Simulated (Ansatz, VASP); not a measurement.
# One calculation of BeCd2S3, two programs

```
Be Cd S
1.0
     4.18190    0.00000    0.00000
    -2.09095    3.62163    0.00000
     0.00000    0.00000    7.70639
Be Cd S
1 2 3
Direct
  0.66667 0.33333 0.00000
  0.33333 0.66667 0.25705
  0.33333 0.66667 0.74295
  0.66667 0.33333 0.50000
  0.00000 0.00000 0.00000
  0.00000 0.00000 0.50000
```

Change from the starting cell: species swapped into the La2CuSi3 type (P-6m2, No. 187).

Alike in both runs: functional PBE; k mesh 12 × 12 × 6; occupations gaussian, width 0.1 eV; no spin polarisation.

Ansatz relaxed the structure, and its values are those at the end. VASP's run is a single point on that final structure, the one shown.

|  | VASP | Ansatz |
| --- | --- | --- |
| version | VASP 6.6.1 | Ansatz 0.2.0 |
| potentials or method | VASP PAW PBE potentials, release 64 (Be, Cd, S), cutoff 520 eV | scalar-relativistic, plane waves, PAW |
| valence electrons in the cell | 44 | 60 |

|  | VASP | Ansatz | Ansatz less VASP |
| --- | --- | --- | --- |
| gap on the k mesh at the Fermi level (eV) | none | none | - |
| pressure (GPa) | 0.1 | 0.0 | -0.12 |

A gap of «none» marks a metal or a gap that the smearing closes. With one functional, cell and mesh, what is left measures potentials, basis and numerics. VASP's potentials hold 44 valence electrons a cell and Ansatz's 60, so a difference there can come from the potentials and not from the codes.
